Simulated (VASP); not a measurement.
Input of a VASP 6.6.1 run:

File INCAR:

```
SYSTEM = Al4NiPd3
PREC     = Accurate       ! precision mode
ENCUT    = 520            ! plane-wave cutoff, eV
EDIFF    = 1E-6           ! SCF threshold, eV
ISMEAR   = 0              ! smearing method
SIGMA    = 0.1            ! smearing width, eV
LREAL    = .False.        ! projectors in reciprocal space
LASPH    = .True.         ! aspherical terms in the spheres
NELM     = 100            ! most SCF steps
ALGO     = Fast           ! electronic algorithm
ISIF     = 2              ! what is computed and relaxed
LWAVE    = .False.        ! write WAVECAR
LCHARG   = .False.        ! write CHGCAR
GGA      = PE             ! functional
NBANDS   = 36             ! bands
```

KPOINTS

```
regular mesh
0
Gamma
  10 10 10
  0 0 0
```

POSCAR

```
Al4NiPd3
1.0
   -3.0373203000      3.0373203000      3.0373203000
    3.0373203000     -3.0373203000      3.0373203000
    3.0373203000      3.0373203000     -3.0373203000
Al Ni Pd
4 1 3
Direct
    0.5000000000      0.5000000000      0.5000000000
    0.0000000000      0.5000000000      0.0000000000
    0.5000000000      0.0000000000      0.0000000000
    0.0000000000      0.0000000000      0.5000000000
    0.0000000000      0.0000000000      0.0000000000
    0.5000000000      0.0000000000      0.5000000000
    0.0000000000      0.5000000000      0.5000000000
    0.5000000000      0.5000000000      0.0000000000
```

Potentials or basis: VASP PAW PBE potentials, release 64 (Al, Ni, Pd).

Command:

```bash
$ cat potpaw_PBE.64/Al/POTCAR potpaw_PBE.64/Ni/POTCAR potpaw_PBE.64/Pd/POTCAR > POTCAR
$ mpirun -np 1 vasp_std > vasp.out
```

**Question.** Estimate the band gap on the k mesh.

**Answer.** Zero (bands 26 and 27 overlap by 2.95 eV).

**Question.** What does it give for the pressure?

**Answer.** 0.0 GPa.

Spin polarisation is off, so any magnetic state and its effect on volume and gap are missing.
